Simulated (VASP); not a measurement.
A run of VASP 6.6.1 is set up as follows.

File INCAR:

```
SYSTEM = GaP
  PREC = Accurate
  ENCUT = 520
  EDIFF = 1E-6
  ISMEAR = 0
  SIGMA = 0.05
  LREAL = .False.
  LASPH = .True.
  NELM = 100
  ALGO = Normal
  ISIF = 2
  LWAVE = .False.
  LCHARG = .True.
  LELF = .True.
  LVHAR = .True.
  NBANDS = 26
```

The input KPOINTS:

```
regular mesh
0
Gamma
  9 9 9
  0 0 0
```

File POSCAR:

```
GaP
1.0
    1.8452723371      1.0653684805      6.1278281662
   -1.8452723371      1.0653684805      6.1278281662
    0.0000000000     -2.1307369611      6.1278281662
Ga P
2 2
Direct
    0.4359784395      0.4359784395      0.4359784395
    0.5640215605      0.5640215605      0.5640215605
    0.0580350955      0.0580350955      0.0580350955
    0.9419649045      0.9419649045      0.9419649045
```

Potentials or basis: VASP PAW LDA potentials, release 64 (Ga_d, P).

Command:

```sh
$ cat potpaw_LDA.64/Ga_d/POTCAR potpaw_LDA.64/P/POTCAR > POTCAR
$ mpirun -np 1 vasp_std > vasp.out
```

Question: Predict the largest force.

Answer: 0.149 eV/Å.

Question: Estimate the band gap on the k mesh.

Answer: 0.63 eV (least direct gap 1.35 eV).

Question: Estimate the pressure.

Answer: 8.6 GPa.

Stress tensor (GPa, compression positive):
```
8.35 0.00 0.00
0.00 8.35 0.00
0.00 0.00 9.18
```

Caveat: the cell stands under pressure; an odd mesh through Γ misses points on the zone boundary, where band edges can lie.
